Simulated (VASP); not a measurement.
# BaTiO3 (Barioperovskite) (Amm2) in VASP: single point with PBEsol

Aim: the single point of BaTiO3 (Barioperovskite) with PBEsol.

Program: VASP 6.6.1. These are calculated values, not measurements. Logs are shortened: lines on timing, memory, paths and dates and some standing lists are left out, and cuts for length are marked.

## (1) The cell of the first run

It takes space group Amm2 (No. 38, orthorhombic). The conventional cell has a = 3.946 Å, b = 5.617 Å, c = 5.806 Å, α = 90.00°, β = 90.00°, γ = 90.00°. Ba (site symmetry mm2) has 12 O at 2.81 to 2.98 Å and 8 Ti at 3.43 to 3.57 Å within 3.7 Å. Within 2.6 Å of Ti (site symmetry mm2) lie 6 O at 1.94 to 2.10 Å. O (site symmetry mm2) has 2 Ti at 1.98 Å within 2.6 Å. O (site symmetry m) has 2 Ti at 1.94 to 2.10 Å within 2.6 Å.

## (2) Single point, PBEsol

INCAR reads:

```
PREC = Accurate ; ENCUT = 520
EDIFF = 1E-6 ; ISMEAR = 0
SIGMA = 0.02 ; LREAL = False
LASPH = True ; NELM = 80
ALGO = Normal ; ISIF = 2
LWAVE = False ; LCHARG = False
GGA = PS ; NBANDS = 28
```

KPOINTS reads:

```
regular mesh
0
Gamma
  6 6 6
```

POSCAR reads:

```
BaTiO3
1.0
    3.9456450000      0.0000000000      0.0000000000
    0.0000000000      2.8085310000      2.9029180696
    0.0000000000     -2.8085310000      2.9029180696
Ba Ti O
1 1 3
Direct
    0.0000000000      0.0000000000      0.0000000000
    0.5000000000      0.5124000000      0.5124000000
    0.0000000000      0.4874000000      0.4874000000
    0.5000000000      0.5052400000      0.9918400000
    0.5000000000      0.9918400000      0.5052400000
```

Potentials or basis: VASP PAW PBE potentials, release 64 (Ba_sv, Ti_sv, O).

Launch:

```bash
> cat potpaw_PBE.64/Ba_sv/POTCAR potpaw_PBE.64/Ti_sv/POTCAR potpaw_PBE.64/O/POTCAR > POTCAR
> mpirun -np 1 vasp_std > vasp.out
```

OUTCAR:

```text
PREC = Accurate
   ENCUT = 520
   EDIFF = 1E-6
   ISMEAR = 0
   LREAL = False
   LASPH = True
   NELM = 80
   ISIF = 2
   GGA = PS

 ion  position               nearest neighbor table
   1  0.000  0.000  0.000-   4 2.81   5 2.81   4 2.81   5 2.81   3 2.81   3 2.81   3 2.83   4 2.84
                             5 2.84   5 2.84   4 2.84   3 2.98   2 3.43   2 3.43   2 3.43   2 3.43
   2  0.500  0.512  0.512-   4 1.94   5 1.94   3 1.98   3 1.98   5 2.10   4 2.10   1 3.43   1 3.43
                             1 3.43   1 3.43   1 3.45   1 3.45   1 3.57   1 3.57
   3  0.000  0.487  0.487-   2 1.98   2 1.98   1 2.81   1 2.81   1 2.83   1 2.98
   4  0.500  0.505  0.992-   2 1.94   2 2.10   1 2.81   1 2.81   1 2.84   1 2.84
   5  0.500  0.992  0.505-   2 1.94   2 2.10   1 2.81   1 2.81   1 2.84   1 2.84

  LATTYP: Found a base centered orthorhombic cell.
 ALAT       =     5.6170620000
 B/A-ratio  =     1.0336072736
 C/A-ratio  =     0.7024392823

  Lattice vectors:

 A1 = (   0.0000000000,   2.8085310000,  -2.9029180696)
 A2 = (   0.0000000000,   2.8085310000,   2.9029180696)
 A3 = (   3.9456450000,   0.0000000000,   0.0000000000)

Analysis of symmetry for initial positions (statically):
=====================================================================
 Subroutine PRICEL returns:
 Original cell was already a primitive cell.

 Routine SETGRP: Setting up the symmetry group for a
 base centered orthorhombic supercell.

 Subroutine GETGRP returns: Found  4 space group operations
 (whereof  4 operations were pure point group operations)
 out of a pool of  8 trial point group operations.

The static configuration has the point symmetry C_2v.

Analysis of symmetry for dynamics (positions and initial velocities):
=====================================================================
 Subroutine PRICEL returns:
 Original cell was already a primitive cell.

 Routine SETGRP: Setting up the symmetry group for a
 base centered orthorhombic supercell.

 Subroutine GETGRP returns: Found  4 space group operations
 (whereof  4 operations were pure point group operations)
 out of a pool of  8 trial point group operations.

The dynamic configuration has the point symmetry C_2v.

 Subroutine INISYM returns: Found  4 space group operations
 (whereof  4 operations are pure point group operations),
 and found     1 'primitive' translations

----------------------------------------------------------------------------------------
[... 95 lines left out ...]
   LSORBIT =      F    spin-orbit coupling
   LASPH  =      T    aspherical Exc in radial PAW
   ENCUT  =  520.0 eV  38.22 Ry    6.18 a.u.   7.34  7.51  7.51*2*pi/ulx,y,z
   NELM   =     80;   NELMIN=  2; NELMDL= -5     # of ELM steps
   EDIFF  = 0.1E-05   stopping-criterion for ELM
   LREAL  =      F    real-space projection
   EDIFFG = 0.1E-04   stopping-criterion for IOM
   NSW    =      0    number of steps for IOM
   IBRION =     -1    ionic relax: 0-MD 1-quasi-New 2-CG
   NFREE  =      0    steps in history (QN), initial steepest desc. (CG)
   ISIF   =      2    stress and relaxation
   ISYM   =      2    0-nonsym 1-usesym 2-fastsym
   POTIM  = 0.5000    time-step for ionic-motion
   TEBEG  =    0.0;   TEEND  =   0.0 temperature during run
   PSTRESS=    0.0 pullay stress
   NELECT =      40.0000    total number of electrons
   NUPDOWN=      -1.0000    fix difference up-down
   EMIN   =  10.00;   EMAX   =-10.00  energy-range for DOS
   EFERMI =   0.00;   METHOD = LEGACY
   ISMEAR =     0;   SIGMA  =   0.02  broadening in eV -4-tet -1-fermi 0-gaus
   EFERMI_NEDOS =   21; number of points for ismear=-14 and -15
   IALGO  =     38    algorithm
   IMIX   =      4    mixing-type and parameters
     AMIX     =   0.40;   BMIX     =  1.00
     AMIX_MAG =   1.60;   BMIX_MAG =  1.00
  volume/ion in A,a.u.               =      12.87        86.83
  Fermi-wavevector in a.u.,A,eV,Ry     =   1.397250  2.640420 26.562762  1.952308
  Thomas-Fermi vector in A             =   2.520525
   LORBIT       =      0    0 simple, 1 ext, 2 COOP (PROOUT), +10 PAW based schemes
   GGA     = PS    functional components
   LHFCALC =     F    Hartree Fock is set to
   AEXX    =    0.0000 exact exchange contribution
   IVDW    =     0    specifies the selected vdW correction
   LEPSILON=     F    determine dielectric tensor
   LRPA    =     F    only Hartree local field effects (RPA)
 non-spin polarized calculation
 Gauss-broadening in eV      SIGMA  =   0.02
  energy-cutoff  :      520.00
  volume of cell :       64.34
 maximum number of plane-waves:      1759
 NGX is ok and might be reduce to    30
   NGX = 15   NGY = 15   NGZ = 15

 number of electron      40.0000002 magnetization

 Free energy of the ion-electron system (eV)
  ---------------------------------------------------
  ext. energy  EPLUGINS =         0.00000000
  ---------------------------------------------------
  free energy    TOTEN  =       -41.94490670 eV

  energy without entropy =      -41.94490670  energy(sigma->0) =      -41.94490670

 E-fermi :   3.8183     XC(G=0): -11.4947

 val. band max:        3.6925099580   @ k =   0.5000   0.5000   0.5000
 cond. band min:       5.4193504778   @ k =   0.0000   0.0000   0.0000
 fundamental gap:      1.7268405199
 Fermi energy:         3.8183199075

 k-point     1 :       0.0000    0.0000    0.0000
  band No.  band energies     occupation
      1     -52.6430      2.00000
      2     -28.9923      2.00000
      3     -28.9718      2.00000
      4     -28.9652      2.00000
      5     -21.1133      2.00000
      6     -13.1499      2.00000
[... 733 lines left out ...]
     27      11.8457      0.00000
     28      12.1452      0.00000

 [... further k-points ...]
[... 5 lines left out ...]
  --------------------------------------------------------------------------------------
  -------------------------------------------------------------------------------------
  Total       -0.0102789      0.3672003     -2.7795624      0.0000000      0.0000000      0.0000000
  in kB       -0.2559725      9.1443230    -69.2189499      0.0000000      0.0000000      0.0000000
  external PRESSURE =     -20.1101998 kB  Pullay stress =       0.0000000 kB

 VOLUME and BASIS-vectors are now :
 -----------------------------------------------------------------------------
  energy-cutoff  :      520.00
  volume of cell :       64.34
      direct lattice vectors                 reciprocal lattice vectors
     3.945645000  0.000000000  0.000000000     0.253443987  0.000000000  0.000000000
     0.000000000  2.808531000  2.902918070     0.000000000  0.178029012  0.172240479
     0.000000000 -2.808531000  2.902918070     0.000000000 -0.178029012  0.172240479

 POSITION                                       TOTAL-FORCE (eV/Angst)
 -----------------------------------------------------------------------------------
      0.00000      0.00000      0.00000         0.000000      0.000000      0.175339
      1.97282      0.00000      2.97491         0.000000      0.000000      0.300691
      0.00000      0.00000      2.82976         0.000000      0.000000      0.173215
      1.97282     -1.36663      4.34590         0.000000      0.014795     -0.324623
      1.97282      1.36663      4.34590         0.000000     -0.014795     -0.324623
 -----------------------------------------------------------------------------------
    total drift:                                0.000000      0.000003      0.000743

  FREE ENERGIE OF THE ION-ELECTRON SYSTEM (eV)
  ---------------------------------------------------
  free  energy   TOTEN  =       -41.9449066964 eV

  energy  without entropy=      -41.9449066964  energy(sigma->0) =      -41.94490670
```

OSZICAR:

```text
N       E                     dE             d eps       ncg     rms          rms(c)
DAV:   1     0.430270347532E+03    0.43027E+03   -0.20822E+04  2912   0.155E+03
DAV:   2    -0.527207592731E+01   -0.43554E+03   -0.41535E+03  3268   0.427E+02
DAV:   3    -0.499980521000E+02   -0.44726E+02   -0.44349E+02  4120   0.134E+02
DAV:   4    -0.521445258200E+02   -0.21465E+01   -0.21419E+01  4368   0.250E+01
DAV:   5    -0.522083968247E+02   -0.63871E-01   -0.63855E-01  3952   0.341E+00    0.227E+01
DAV:   6    -0.422214822418E+02    0.99869E+01   -0.52744E+01  4172   0.654E+01    0.984E+00
DAV:   7    -0.421231748252E+02    0.98307E-01   -0.94249E+00  3952   0.221E+01    0.677E+00
DAV:   8    -0.419386653836E+02    0.18451E+00   -0.83108E-01  3524   0.837E+00    0.286E+00
DAV:   9    -0.419678708331E+02   -0.29205E-01   -0.23518E-01  4052   0.336E+00    0.138E+00
DAV:  10    -0.419458447528E+02    0.22026E-01   -0.13262E-01  3320   0.385E+00    0.312E-01
DAV:  11    -0.419449644631E+02    0.88029E-03   -0.63212E-03  3680   0.709E-01    0.702E-02
DAV:  12    -0.419449565031E+02    0.79601E-05   -0.38150E-04  3972   0.153E-01    0.547E-02
DAV:  13    -0.419449057611E+02    0.50742E-04   -0.32271E-04  3560   0.188E-01    0.112E-02
DAV:  14    -0.419449065150E+02   -0.75392E-06   -0.22674E-05  3560   0.416E-02    0.556E-03
DAV:  15    -0.419449066964E+02   -0.18143E-06   -0.60040E-06  3668   0.219E-02
   1 F= -.41944907E+02 E0= -.41944907E+02  d E =-.341046E-21
```

It took 88 s on 1 thread of AMD EPYC 7R13 (Zen 3), shared host; peak memory 0.2 GiB.

Results:

```yaml
Free_energy: -41.9449 eV
Pressure: -2.0 GPa
Largest_force: 0.325 eV/Å
Band_gap_on_the_k_mesh: 1.73 eV, indirect (least direct gap 1.88 eV)
```

Forces in eV/Å, atoms in the order of the input:
```
Ba   0.000  0.000  0.175
Ti   0.000  0.000  0.301
O    0.000  0.000  0.173
O    0.000  0.015 -0.325
O    0.000 -0.015 -0.325
```

Levels at points of the mesh, in eV from the valence-band top:
```csv
k point,band 16,band 17,band 18,band 19,band 20,band 21,band 22,band 23,band 24,band 25
"(0.00, 0.00, 0.00)",-1.15,-1.10,-0.39,-0.36,-0.15,1.73,1.80,2.08,3.96,4.11
"(0.50, 0.00, 0.00)",-2.06,-1.91,-1.89,-0.99,-0.68,1.97,3.58,3.62,3.94,5.88
"(0.00, 0.50, 0.00)",-2.03,-1.84,-1.69,-0.86,-0.77,2.04,3.45,3.50,4.07,5.95
"(0.50, 0.50, 0.00)",-2.79,-1.76,-0.89,-0.88,-0.11,3.47,3.62,3.94,4.69,7.67
"(0.00, 0.50, 0.50)",-2.64,-1.71,-1.08,-0.94,-0.18,3.43,3.57,3.85,4.98,7.56
"(0.50, 0.50, 0.50)",-2.43,-2.34,-0.08,-0.05,0.00,4.12,4.18,4.18,6.44,6.55
```

Caveat: the PAW data sets were made with another functional, which shifts forces and pressure a little; spin-orbit coupling is left out, which moves the levels of the heavy elements. A hybrid or GW would open this gap; PBEsol tends to underestimate it.
